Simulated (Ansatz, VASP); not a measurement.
**BiS: VASP beside Ansatz**

```
Bi S
1.0
     2.12324    1.22585    3.52367
    -2.12324    1.22585    3.52367
     0.00000   -2.45171    3.52367
Bi S
1 1
Direct
  0.00000 0.00000 0.00000
  0.50000 0.50000 0.50000
```

Change from the starting cell: volume scaled by 1.02.

Alike in both runs: task single point; functional PBE; k mesh 8 × 8 × 8; occupations fermi-dirac, width 0.05 eV; no spin polarisation.

|  | VASP | Ansatz |
| --- | --- | --- |
| version | VASP 6.6.1 | Ansatz 0.2.0 |
| potentials or method | VASP PAW PBE potentials, release 64 (Bi_d, S), cutoff 520 eV | all-electron LAPW, scalar-relativistic |

```tsv
	VASP	Ansatz	Ansatz less VASP
gap on the k mesh at the Fermi level (eV)	none	none	-
pressure (GPa)	-2.4	-2.4	+0.08
traceless stress, the component that is largest in VASP (GPa)	0.31	0.31	+0.001
```

A gap of «none» marks a metal or a gap that the smearing closes. Ansatz ran all-electron here, and VASP with PAW potentials.

Neither program's run includes spin-orbit coupling.
